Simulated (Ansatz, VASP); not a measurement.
**One calculation of CdS, two programs**

POSCAR

```
CdS
1.0
    0.0000000000      2.9748300000      2.8032487505
    2.9748300000      0.0000000000      2.8032487505
    2.9748300000      2.9748300000      0.0000000000
Cd S
1 1
Direct
    0.0000000000      0.0000000000      0.0000000000
    0.2500000000      0.2500000000      0.2500000000
```

Contents of INCAR.step1:

```
SYSTEM = CdS
  PREC = Accurate
  ENCUT = 520
  ISMEAR = -1
  SIGMA = 0.02
  LREAL = .False.
  LASPH = .True.
  NELM = 80
  NBANDS = 16
  GGA = PE
  ALGO = Normal
  EDIFF = 1E-4
  LWAVE = .True.
  LCHARG = .False.
```

File INCAR.step2:

```
SYSTEM = CdS
  PREC = Accurate
  ENCUT = 520
  EDIFF = 1E-6
  ISMEAR = -1
  SIGMA = 0.02
  LREAL = .False.
  LASPH = .True.
  NELM = 80
  ALGO = Normal
  ISIF = 2
  LWAVE = .False.
  LCHARG = .True.
  METAGGA = R2SCAN
  LMIXTAU = .True.
  LELF = .True.
  LVHAR = .True.
  NBANDS = 16
  ISTART = 1
```

The input KPOINTS:

```
Automatic mesh
0
Gamma
  6 6 6
  0 0 0
```

Input for Ansatz:

```yaml
crystal:
  lattice:
    - [0.0, 2.9748300000000003, 2.8032487504805843]
    - [2.9748300000000003, 0.0, 2.8032487504805843]
    - [2.9748300000000003, 2.9748300000000003, 0.0]
  atoms:
    - { symbol: Cd, position: [0.0, 0.0, 0.0] }
    - { symbol: S, position: [0.25, 0.25, 0.25] }
basis:
  ecutwfc: 550.0
kpoints:
  mp_grid:
    grid: [6, 6, 6]
hamiltonian:
  xc: r2scan
  pseudopotentials:
    kind: paw
scf:
  occupations:
    method: fermi_dirac
    width: 0.02
output:
  stress: true
```

Alike in both runs: task single point; functional r2SCAN; k mesh 6 × 6 × 6; occupations fermi-dirac, width 0.02 eV; no spin polarisation.

|  | VASP | Ansatz |
| --- | --- | --- |
| version | VASP 6.6.1 | Ansatz 0.2.0 |
| potentials or method | VASP PAW PBE potentials, release 64 (Cd, S), cutoff 520 eV | plane waves, PAW |
| valence electrons in the cell | 18 | 26 |

|  | VASP | Ansatz | Ansatz less VASP |
| --- | --- | --- | --- |
| pressure (GPa) | 1.7 | 1.4 | -0.34 |
| traceless stress, the component that is largest in VASP (GPa) | 0.55 | 0.56 | +0.014 |

VASP's potentials were made for PBE, not for r2SCAN. With one functional, cell and mesh, what is left measures potentials, basis and numerics. VASP's potentials hold 18 valence electrons a cell and Ansatz's 26, so a difference there can come from the potentials and not from the codes.
